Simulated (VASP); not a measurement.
Write the native input for VASP 6.6.1 that does the following.

| Quantity | Value |
| --- | --- |
| Task | single point |
| Functional | PBE |
| Potentials or basis | VASP PAW PBE potentials, release 64 (Ga_d) |
| Cutoff | 520 eV |
| k mesh | 12 × 12 × 10 |
| Occupations | gaussian, width 0.1 eV |
| Spin | no spin polarisation |
| Dipole correction | no |
| Further INCAR settings | ALGO = Fast; EDIFF = 1e-06; NBANDS = 34 |

The structure of Ga lies in POSCAR:

```
Ga
1.0
    2.2865121173     -3.8703601012      0.0000000000
    2.2865121173      3.8703601012      0.0000000000
    0.0000000000      0.0000000000      4.5892519243
Ga
4
Direct
    0.6562923084      0.3437076916      0.4174800566
    0.8437076916      0.1562923084      0.9174800566
    0.3437076916      0.6562923084      0.5825199434
    0.1562923084      0.8437076916      0.0825199434
```

One way to write it, as run:

INCAR

```
SYSTEM = Ga
ALGO = Fast ; EDIFF = 1E-6
ENCUT = 520 ; GGA = PE
ISIF = 2 ; ISMEAR = 0
LASPH = .TRUE. ; LCHARG = .FALSE.
LREAL = .FALSE. ; LWAVE = .FALSE.
NBANDS = 34 ; NELM = 80
PREC = Accurate ; SIGMA = 0.1
```

KPOINTS

```
k-points
0
G
  12 12 10
  0 0 0
```

Potentials or basis: VASP PAW PBE potentials, release 64 (Ga_d).

The run is started by

```console
$ cat potpaw_PBE.64/Ga_d/POTCAR > POTCAR
$ mpirun -np 1 vasp_std > vasp.out
```

It gave:

```yaml
Pressure: 0.1 GPa
Band_gap_on_the_k_mesh: zero (bands 26 and 27 overlap by 1.35 eV)
```

Wall time 4.8 min on 1 thread of Intel(R) Xeon(R) 6975P-C (Granite Rapids), with other jobs on the host, peak memory 0.58 GiB.
